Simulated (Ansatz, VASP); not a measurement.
# Two plane-wave programs on Ir

```xyz
1
Lattice="0.0645 1.8374 1.7560 1.9418 0.0774 1.7431 2.1728 2.0554 -0.1536" Properties=species:S:1:pos:R:3 pbc="T T T"
Ir    0.0000    0.0000    0.0000
```

Alike in both runs: functional r2SCAN; k mesh 12 × 13 × 11; occupations fermi-dirac, width 0.05 eV; no spin polarisation.

|  | VASP | Ansatz |
| --- | --- | --- |
| version | VASP 6.6.1 | Ansatz 0.2.0 |
| potentials or method | VASP PAW PBE potentials, release 64 (Ir) | Ansatz PAW |
| plane-wave cutoff (eV) | 520 | 500 |
| valence electrons in the cell | 9 | 17 |
| task | single point | band structure |

```tsv
	VASP	Ansatz	Ansatz less VASP
gap on the k mesh at the Fermi level (eV)	none	none	-
pressure (GPa)	24.3	21.2	-3.08
traceless stress, the component that is largest in VASP (GPa)	-25.85	-25.41	+0.437
```

VASP's potentials were made for PBE, not for r2SCAN. A gap of «none» marks a metal or a gap that the smearing closes. The functional is the same, so the differences come from potentials, cutoffs and numerics. VASP's potentials hold 9 valence electrons a cell and Ansatz's 17, so a difference there can come from the potentials and not from the codes.

Neither program's run includes spin-orbit coupling.
